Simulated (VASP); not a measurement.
# TiC in VASP: settings compared, part 2 of 2

VASP 6.6.1. Earlier steps stand in the parts before.

### 4 Single point, PBE+D3(BJ)

This run uses another cell than the first one, of 8.94 Å³/atom.

Input file INCAR:

```
SYSTEM = TiC
PREC = Accurate
ENCUT = 520
EDIFF = 1E-6
ISMEAR = 1
SIGMA = 0.05
LREAL = .False.
LASPH = .True.
NELM = 100
ALGO = Normal
ISIF = 2
LWAVE = .False.
LCHARG = .False.
GGA = PE
IVDW = 12
NBANDS = 15
```

Input file KPOINTS:

```
regular mesh
0
Gamma
  11 11 11
  0 0 0
```

Input file POSCAR:

```
TiC
1.0
    0.0000000000      2.0753736545      2.0753736545
    2.0753736545      0.0000000000      2.0753736545
    2.0753736545      2.0753736545      0.0000000000
Ti C
1 1
Direct
    0.0000000000      0.0000000000      0.0000000000
    0.5000000000      0.5000000000      0.5000000000
```

Potentials or basis: VASP PAW PBE potentials, release 64 (Ti_sv, C).

On the command line:

```sh
> cat potpaw_PBE.64/Ti_sv/POTCAR potpaw_PBE.64/C/POTCAR > POTCAR
> mpirun -np 1 vasp_std > vasp.out
```

OUTCAR:

```text
SYSTEM = TiC
   PREC = Accurate
   ENCUT = 520
   EDIFF = 1E-6
   ISMEAR = 1
   LREAL = .False.
   LASPH = .True.
   NELM = 100
   ISIF = 2
   GGA = PE
   IVDW = 12
 IVDW          = 12

 ion  position               nearest neighbor table
   1  0.000  0.000  0.000-   2 2.08   2 2.08   2 2.08   2 2.08   2 2.08   2 2.08
   2  0.500  0.500  0.500-   1 2.08   1 2.08   1 2.08   1 2.08   1 2.08   1 2.08

  LATTYP: Found a face centered cubic cell.
 ALAT       =     4.1507473090

  Lattice vectors:

 A1 = (   0.0000000000,   2.0753736545,   2.0753736545)
 A2 = (   2.0753736545,   0.0000000000,   2.0753736545)
 A3 = (   2.0753736545,   2.0753736545,   0.0000000000)

Analysis of symmetry for initial positions (statically):
=====================================================================
 Subroutine PRICEL returns:
 Original cell was already a primitive cell.

 Routine SETGRP: Setting up the symmetry group for a
 face centered cubic supercell.

 Subroutine GETGRP returns: Found 48 space group operations
 (whereof 48 operations were pure point group operations)
 out of a pool of 48 trial point group operations.

The static configuration has the point symmetry O_h .

Analysis of symmetry for dynamics (positions and initial velocities):
=====================================================================
 Subroutine PRICEL returns:
 Original cell was already a primitive cell.

 Routine SETGRP: Setting up the symmetry group for a
 face centered cubic supercell.

 Subroutine GETGRP returns: Found 48 space group operations
 (whereof 48 operations were pure point group operations)
 out of a pool of 48 trial point group operations.

The dynamic configuration has the point symmetry O_h .

 Subroutine INISYM returns: Found 48 space group operations
 (whereof 48 operations are pure point group operations),
 and found     1 'primitive' translations

----------------------------------------------------------------------------------------

                                     Primitive cell

  volume of cell :      17.8780

  direct lattice vectors                    reciprocal lattice vectors
     0.000000000  2.075373654  2.075373654    -0.240920472  0.240920472  0.240920472
     2.075373654  0.000000000  2.075373654     0.240920472 -0.240920472  0.240920472
     2.075373654  2.075373654  0.000000000     0.240920472  0.240920472 -0.240920472

  length of vectors
     2.935021569  2.935021569  2.935021569     0.417286498  0.417286498  0.417286498

  position of ions in fractional coordinates (direct lattice)
     0.000000000  0.000000000  0.000000000
     0.500000000  0.500000000  0.500000000

  ion indices of the primitive-cell ions
   primitive index   ion index
                 1           1
                 2           2

----------------------------------------------------------------------------------------

 KPOINTS: regular mesh

Automatic generation of k-mesh.
 Grid dimensions read from file:
 generate k-points for:   11   11   11

 Generating k-lattice:

  Cartesian coordinates                     Fractional coordinates (reciprocal lattice)
    -0.021901861  0.021901861  0.021901861     0.090909091  0.000000000  0.000000000
     0.021901861 -0.021901861  0.021901861     0.000000000  0.090909091  0.000000000
     0.021901861  0.021901861 -0.021901861     0.000000000  0.000000000  0.090909091

  Length of vectors
     0.037935136  0.037935136  0.037935136

[... 39 lines left out ...]
   dimension x,y,z NGXF=    48 NGYF=   48 NGZF=   48
   ions per type =               1   1
   NGX,Y,Z   is equivalent  to a cutoff of  13.59, 13.59, 13.59 a.u.
   NGXF,Y,Z  is equivalent  to a cutoff of  27.19, 27.19, 27.19 a.u.
 SYSTEM =  TiC
   PREC   = accura    normal or accurate (medium, high low for compatibility)
   ISTART =      0    job   : 0-new  1-cont  2-samecut
   ICHARG =      2    charge: 1-file 2-atom 10-const
   ISPIN  =      1    spin polarized calculation?
   LNONCOLLINEAR =      F non collinear calculations
   LSORBIT =      F    spin-orbit coupling
   LASPH  =      T    aspherical Exc in radial PAW
   ENCUT  =  520.0 eV  38.22 Ry    6.18 a.u.   5.46  5.46  5.46*2*pi/ulx,y,z
   NELM   =    100;   NELMIN=  2; NELMDL= -5     # of ELM steps
   EDIFF  = 0.1E-05   stopping-criterion for ELM
   LREAL  =      F    real-space projection
   EDIFFG = 0.1E-04   stopping-criterion for IOM
   NSW    =      0    number of steps for IOM
   IBRION =     -1    ionic relax: 0-MD 1-quasi-New 2-CG
   NFREE  =      0    steps in history (QN), initial steepest desc. (CG)
   ISIF   =      2    stress and relaxation
   ISYM   =      2    0-nonsym 1-usesym 2-fastsym
   POTIM  = 0.5000    time-step for ionic-motion
   TEBEG  =    0.0;   TEEND  =   0.0 temperature during run
   PSTRESS=    0.0 pullay stress
   NELECT =      16.0000    total number of electrons
   NUPDOWN=      -1.0000    fix difference up-down
   EMIN   =  10.00;   EMAX   =-10.00  energy-range for DOS
   EFERMI =   0.00;   METHOD = LEGACY
   ISMEAR =     1;   SIGMA  =   0.05  broadening in eV -4-tet -1-fermi 0-gaus
   EFERMI_NEDOS =   21; number of points for ismear=-14 and -15
   IALGO  =     38    algorithm
   IMIX   =      4    mixing-type and parameters
     AMIX     =   0.40;   BMIX     =  1.00
     AMIX_MAG =   1.60;   BMIX_MAG =  1.00
  volume/ion in A,a.u.               =       8.94        60.32
  Fermi-wavevector in a.u.,A,eV,Ry     =   1.577642  2.981312 33.864289  2.488955
  Thomas-Fermi vector in A             =   2.678293
   LORBIT       =      0    0 simple, 1 ext, 2 COOP (PROOUT), +10 PAW based schemes
   GGA     = PE    functional components
   LHFCALC =     F    Hartree Fock is set to
   AEXX    =    0.0000 exact exchange contribution
   IVDW    =    12    specifies the selected vdW correction
   LEPSILON=     F    determine dielectric tensor
   LRPA    =     F    only Hartree local field effects (RPA)
 non-spin polarized calculation
 Methfessel and Paxton  Order N= 1 SIGMA  =   0.05
  energy-cutoff  :      520.00
  volume of cell :       17.88
 maximum number of plane-waves:       531
 NGX is ok and might be reduce to    24
   NGX = 11   NGY = 11   NGZ = 11

 number of electron      15.9999998 magnetization

 Free energy of the ion-electron system (eV)
  ---------------------------------------------------
  ext. energy  EPLUGINS =         0.00000000
  ---------------------------------------------------
  free energy    TOTEN  =       -18.41651759 eV

  energy without entropy =      -18.41645340  energy(sigma->0) =      -18.41649619

 E-fermi :  11.1142     XC(G=0): -13.3738

 val. band max:       11.0371070687   @ k =   0.4545   0.4545   0.0000
 cond. band min:      11.1215131734   @ k =   0.0909   0.0000   0.0000
 fundamental gap:      0.0844061047
 Fermi energy:        11.1141739339

 k-point     1 :       0.0000    0.0000    0.0000
  band No.  band energies     occupation
      1     -45.2422      2.00000
      2     -21.1767      2.00000
      3     -21.1767      2.00000
      4     -21.1767      2.00000
      5      -1.9952      2.00000
      6      11.7101     -0.00000
      7      11.7101     -0.00000
      8      11.7101     -0.00000
      9      12.8368      0.00000
     10      12.8368      0.00000
     11      12.8368      0.00000
     12      12.9751      0.00000
     13      12.9751      0.00000
     14      23.4524      0.00000
[... 401 lines left out ...]
      2     -21.6123      2.00000
      3     -21.3456      2.00000
      4     -21.2042      2.00000
      5       0.0099      2.00000
      6       7.4030      2.00000
      7       8.4854      2.00000
      8       8.7915      2.00000
      9      12.7337      0.00000
     10      14.1104      0.00000
     11      15.0637      0.00000
     12      16.1759      0.00000
     13      19.3610      0.00000
     14      24.2373      0.00000
     15      25.6205      0.00000

 [... further k-points ...]

------------------------ aborting loop because EDIFF is reached ----------------------------------------

 Edisp (eV)   -1.01747

 E8    (eV) :    -0.4379

  FORCE on cell =-STRESS in cart. coord.  units (eV):
  Direction    XX          YY          ZZ          XY          YZ          ZX
  --------------------------------------------------------------------------------------
  -------------------------------------------------------------------------------------
  Total       3.62315     3.62315     3.62315     0.00000     0.00000     0.00000
  in kB     324.69676   324.69676   324.69676     0.00000     0.00000     0.00000
  external pressure =      324.70 kB  Pullay stress =        0.00 kB

 VOLUME and BASIS-vectors are now :
 -----------------------------------------------------------------------------
  energy-cutoff  :      520.00
  volume of cell :       17.88
      direct lattice vectors                 reciprocal lattice vectors
     0.000000000  2.075373654  2.075373654    -0.240920472  0.240920472  0.240920472
     2.075373654  0.000000000  2.075373654     0.240920472 -0.240920472  0.240920472
     2.075373654  2.075373654  0.000000000     0.240920472  0.240920472 -0.240920472

 POSITION                                       TOTAL-FORCE (eV/Angst)
 -----------------------------------------------------------------------------------
      0.00000      0.00000      0.00000        -0.000000      0.000000     -0.000000
      2.07537      2.07537      2.07537         0.000000     -0.000000      0.000000
 -----------------------------------------------------------------------------------
    total drift:                                0.000000     -0.000000     -0.000000

  FREE ENERGIE OF THE ION-ELECTRON SYSTEM (eV)
  ---------------------------------------------------
  free  energy   TOTEN  =       -19.4339920223 eV

  energy  without entropy=      -19.4339278269  energy(sigma->0) =      -19.43397062
```

OSZICAR:

```text
N       E                     dE             d eps       ncg     rms          rms(c)
DAV:   1     0.114706049699E+03    0.11471E+03   -0.79567E+03  1704   0.132E+03
DAV:   2    -0.168532928850E+02   -0.13156E+03   -0.12270E+03  1862   0.335E+02
DAV:   3    -0.234531898873E+02   -0.65999E+01   -0.65212E+01  2042   0.746E+01
DAV:   4    -0.236567710096E+02   -0.20358E+00   -0.20340E+00  2171   0.119E+01
DAV:   5    -0.236632432058E+02   -0.64722E-02   -0.64721E-02  2058   0.178E+00    0.214E+01
DAV:   6    -0.187472344317E+02    0.49160E+01   -0.10611E+01  2385   0.570E+01    0.652E+00
DAV:   7    -0.184134132351E+02    0.33382E+00   -0.15433E+00  1935   0.180E+01    0.606E+00
DAV:   8    -0.184098303642E+02    0.35829E-02   -0.12286E-01  2078   0.493E+00    0.168E+00
DAV:   9    -0.184189295309E+02   -0.90992E-02   -0.35378E-02  2214   0.155E+00    0.915E-01
DAV:  10    -0.184170582945E+02    0.18712E-02   -0.42516E-03  2058   0.102E+00    0.503E-01
DAV:  11    -0.184165375985E+02    0.52070E-03   -0.11871E-03  1960   0.518E-01    0.343E-02
DAV:  12    -0.184165196122E+02    0.17986E-04   -0.95845E-05  1834   0.144E-01    0.943E-03
DAV:  13    -0.184165179983E+02    0.16139E-05   -0.44820E-06  2026   0.242E-02    0.100E-02
DAV:  14    -0.184165175922E+02    0.40609E-06   -0.17596E-06  1566   0.227E-02
   1 F= -.19433992E+02 E0= -.19433971E+02  d E =-.641954E-04
```

Run time: 19 s. Hardware: 1 thread of Intel Xeon 8259CL, shared host; peak memory 0.16 GiB.

Results:

```
Free energy                : -19.4340 eV
Pressure                   : 32.5 GPa
Band gap on the k mesh     : zero (bands 8 and 9 overlap by 1.15 eV)
Dispersion energy per atom : -0.509 eV
```

Caveat: the cell stands under pressure.

### 5 Single point, PBEsol

This run uses another cell than the first one, of 9.90 Å³/atom.

Input file INCAR:

```
PREC = Accurate
ENCUT = 520
EDIFF = 1E-7
ISMEAR = 1
SIGMA = 0.15
LREAL = F
LASPH = T
NELM = 60
ALGO = Normal
ISIF = 2
LWAVE = F
LCHARG = F
GGA = PS
NBANDS = 15
```

Input file KPOINTS:

```
regular mesh
0
Gamma
  11 11 11
```

Input file POSCAR:

```
TiC
1.0
    0.0000000000      2.1473748166      2.1473748166
    2.1473748166      0.0000000000      2.1473748166
    2.1473748166      2.1473748166      0.0000000000
Ti C
1 1
Direct
    0.0000000000      0.0000000000      0.0000000000
    0.5000000000      0.5000000000      0.5000000000
```

On the command line:

```sh
> cat potpaw_PBE.64/Ti_sv/POTCAR potpaw_PBE.64/C/POTCAR > POTCAR
> mpirun -np 1 vasp_std > vasp.out
```

Wall time 21 s (1 thread of Intel Xeon 8259CL, shared host); peak memory 0.15 GiB.

It converged, with:

* Free energy: -19.8017 eV
* Pressure: 0.0 GPa
* Band gap on the k mesh: zero (bands 8 and 9 overlap by 1.08 eV)

Levels at points of the mesh, in eV from the Fermi level:
```csv
k point,band 6,band 7,band 8,band 9,band 10,band 11
"(0.00, 0.00, 0.00)",0.59,0.59,0.59,1.66,1.66,1.66
```

Caveat: the PAW data sets were made with another functional, which shifts forces and pressure a little.

### 6 Relaxation of cell and atoms, PBEsol

Input file INCAR:

```
SYSTEM = TiC
PREC = Accurate ; ENCUT = 600
EDIFF = 1E-6 ; ISMEAR = 1
SIGMA = 0.15 ; LREAL = .False.
LASPH = .True. ; NELM = 60
ALGO = Normal ; ISIF = 3
LWAVE = .False. ; LCHARG = .False.
GGA = PS ; IBRION = 2
NSW = 60 ; EDIFFG = -0.01
```

Input file KPOINTS:

```
regular mesh
0
Gamma
  11 11 11
  0 0 0
```

Input file POSCAR:

```
TiC
1.0
    0.0000000000      2.1657188437      2.1657188437
    2.1657188437      0.0000000000      2.1657188437
    2.1657188437      2.1657188437      0.0000000000
Ti C
1 1
Direct
    0.0000000000      0.0000000000      0.0000000000
    0.5000000000      0.5000000000      0.5000000000
```

Potentials or basis: VASP PAW PBE potentials, release 64 (Ti_sv, C).

On the command line:

```sh
> cat potpaw_PBE.64/Ti_sv/POTCAR potpaw_PBE.64/C/POTCAR > POTCAR
> mpirun -np 1 vasp_std > vasp.out
```

Run time: 56 s. Hardware: 1 thread of Intel Xeon 8259CL, shared host; peak memory 0.15 GiB.

Results (log left out):

```yaml
Free_energy: -19.8028 eV
Relaxed_volume: 9.90 Å³/atom
Relaxed_cell: a = 3.037 Å, b = 3.037 Å, c = 3.037 Å, α = 60.00°, β = 60.00°, γ = 60.00°
Space_group_after_relaxing_to_0.1_Å: Fm-3m (No. 225)
Energy_gained_by_relaxing: 5.4 meV/atom
Ionic_steps: 3
Pressure_after_relaxing: 0.0 GPa
Band_gap_on_the_k_mesh: zero (bands 8 and 9 overlap by 1.08 eV)
```

Step by step:
```
step  energy change (eV)  largest force (eV/Å)  pressure (GPa)  volume (Å³)
   1              0.0000                0.0000           -6.53        20.32
   2              0.0092                0.0000            9.81        19.12
   3             -0.0108                0.0000           -0.01        19.80
```

Final structure:
```
Ti C
1.0
     0.00000    2.14727    2.14727
     2.14727    0.00000    2.14727
     2.14727    2.14727    0.00000
Ti C
1 1
Direct
  0.00000 0.00000 0.00000
  0.50000 0.50000 0.50000
```

Levels at points of the mesh, in eV from the Fermi level:
| k point | band 4 | band 5 | band 6 | band 7 | band 8 | band 9 | band 10 | band 11 | band 12 |
| --- | --- | --- | --- | --- | --- | --- | --- | --- | --- |
| (0.00, 0.00, 0.00) | -32.45 | -12.57 | 0.59 | 0.59 | 0.59 | 1.66 | 1.66 | 1.66 | 1.70 |

Caveat: the PAW data sets were made with another functional, which shifts forces and pressure a little.

### 7 Summary

```tsv
task	level	cell	cutoff (eV)	smearing	gap on the mesh (eV)	pressure (GPa)	relaxed volume (Å³/atom)
relaxation of cell and atoms	PBEsol	relaxed from a = 3.063 Å, angles 60.0°, 2 atoms, atomic positions A	600	fermi-dirac 0.05 eV	none	0.0	9.90
single point	PBEsol	a = 3.063 Å, angles 60.0°, 2 atoms, atomic positions B	520	fermi-dirac 0.05 eV	none	-6.1	-
single point	PBE+D3(BJ)	a = 2.935 Å, angles 60.0°, 2 atoms, atomic positions A	520	methfessel-paxton 0.05 eV	none	32.5	-
single point	PBEsol	a = 3.037 Å, angles 60.0°, 2 atoms, atomic positions A	520	methfessel-paxton 0.15 eV	none	0.0	-
relaxation of cell and atoms	PBEsol	relaxed from a = 3.063 Å, angles 60.0°, 2 atoms, atomic positions A	600	methfessel-paxton 0.15 eV	none	0.0	9.90
```

Alike in all rows: potentials or basis VASP PAW PBE potentials, release 64 (Ti_sv, C); no spin polarisation; k mesh 11 × 11 × 11.

Caveats: the PAW data sets were made with another functional, which shifts forces and pressure a little (at least some runs); the cell stands under tension (at least some runs); the cell stands under pressure (at least some runs).

Total energies depend on the potentials used, so only differences within one code and one set of settings carry meaning.
